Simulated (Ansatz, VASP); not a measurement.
Co in VASP and in Ansatz

INCAR

```
  PREC = Accurate
  ENCUT = 600
  EDIFF = 1E-7
  ISMEAR = -1
  SIGMA = 0.05
  LREAL = F
  LASPH = T
  NELM = 150
  ALGO = Normal
  ISIF = 3
  LWAVE = F
  LCHARG = F
  ISPIN = 2
  MAGMOM = 2 2
  LORBIT = 11
  LMAXMIX = 4
  IBRION = 2
  NSW = 60
  EDIFFG = -0.01
```

Contents of KPOINTS:

```
regular mesh
0
Gamma
  12 12 7
```

Contents of POSCAR:

```
Co
1.0
    2.4719999032      0.0000000000      0.0000000000
   -1.2359999516      2.1408147143      0.0000000000
    0.0000000000      0.0000000000      4.0211440800
Co
2
Direct
    0.6666666667      0.3333333333      0.7500000000
    0.3333333333      0.6666666667      0.2500000000
```

Contents of input.yaml:

```yaml
crystal:
  lattice:
    - [2.4719999032, 0.0, 0.0]
    - [-1.2359999516, 2.1408147143, 0.0]
    - [0.0, 0.0, 4.02114408]
  atoms:
    - { symbol: Co, position: [0.6666666667, 0.3333333333, 0.75], spin: 2.0 }
    - { symbol: Co, position: [0.3333333333, 0.6666666667, 0.25], spin: 2.0 }
hamiltonian:
  xc: lda
  pseudopotentials: { kind: paw }
magnetization:
  spin_polarized: true
kpoints:
  mp_grid: { grid: [12, 12, 7] }
scf:
  occupations: { method: fermi_dirac, width: 0.05 }
output:
  forces: true
  stress: true
relax:
  f_tol: 0.01
  max_steps: 40
  cell: { stress_tol: 0.05 }
```

Alike in both runs: task relaxation of cell and atoms; functional LDA; k mesh 12 × 12 × 7; occupations fermi-dirac, width 0.05 eV; collinear spin.

|  | VASP | Ansatz |
| --- | --- | --- |
| version | VASP 6.6.1 | Ansatz 0.2.0 |
| potentials or method | VASP PAW LDA potentials, release 64 (Co) | Ansatz PAW |
| plane-wave cutoff (eV) | 600 | 420 |
| valence electrons in the cell | 18 | 34 |

Ansatz gave:

| Quantity | Value |
| --- | --- |
| net moment per atom (μB) | 1.49 |
| size of the moment on the site where the two differ most (μB) | 1.54 |
| relaxed volume (Å³/atom) | 10.00 |
| relaxed cell length with the largest relative difference (Å) | 3.917 |

Q: Estimate VASP's values.

A: net moment per atom (μB): 1.48; size of the moment on the site where the two differ most (μB): 1.47; relaxed volume (Å³/atom): 9.96; relaxed cell length with the largest relative difference (Å): 3.912.

LDA's correlation is that of Perdew and Zunger in VASP and of Perdew and Wang (1992) in Ansatz. Site moments also hang on the region over which each program counts them. VASP's potentials hold 18 valence electrons a cell and Ansatz's 34, so a difference there can come from the potentials and not from the codes.

Noted on Ansatz's run: the plane-wave basis is chosen anew once the cell has moved, so the energies of steps on either side of that aren't comparable.
